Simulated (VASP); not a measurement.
Runs of VASP 6.6.1 on GaF. It takes space group F-43m (No. 216, cubic). Conventional cell: a = 5.692 Å, b = 5.692 Å, c = 5.692 Å, α = 90.00°, β = 90.00°, γ = 90.00°. Ga (site symmetry -43m) has 4 F at 2.46 Å within 3.3 Å. F (site symmetry -43m) has 4 Ga at 2.46 Å within 3.3 Å. 

| task | level | spin | cell | k mesh | cutoff (eV) | grid for exact exchange (PRECFOCK) | share of exact exchange | screening parameter | gap on the mesh (eV) | pressure (GPa) | relaxed volume (Å³/atom) |
| --- | --- | --- | --- | --- | --- | --- | --- | --- | --- | --- | --- |
| relaxation of cell and atoms | HSE06 | off | relaxed | 4 × 4 × 4 | 600 | Normal | 0.25 | 0.2079 1/Å | 3.05 | -0.1 | 22.90 |
| relaxation of cell and atoms | B3LYP | off | relaxed | 4 × 4 × 4 | 600 | Normal | 0.2 | - | (a) | 0.1 | 23.63 |
| single point | PBE | non-collinear, zero start, SOC | as given | 8 × 8 × 8 | 520 | - | - | - | - | -0.1 | - |
| relaxation of cell and atoms | PBEsol-based global hybrid with 25 % exact exchange | off | relaxed | 4 × 4 × 4 | 600 | Normal | 0.25 | - | 3.39 | 0.0 | (b) |

Alike in all rows: potentials or basis VASP PAW PBE potentials, release 64 (Ga_d, F); smearing fermi-dirac 0.05 eV.

Problem. Fill in the values left out.

Solution. (a) 3.81; (b) 21.44.

Caveats: some runs use coarse meshes; the PAW data sets were made with another functional, which shifts forces and pressure a little (at least some runs).

A k mesh can miss the band edges, and rows without SOC leave out spin-orbit coupling on Ga.
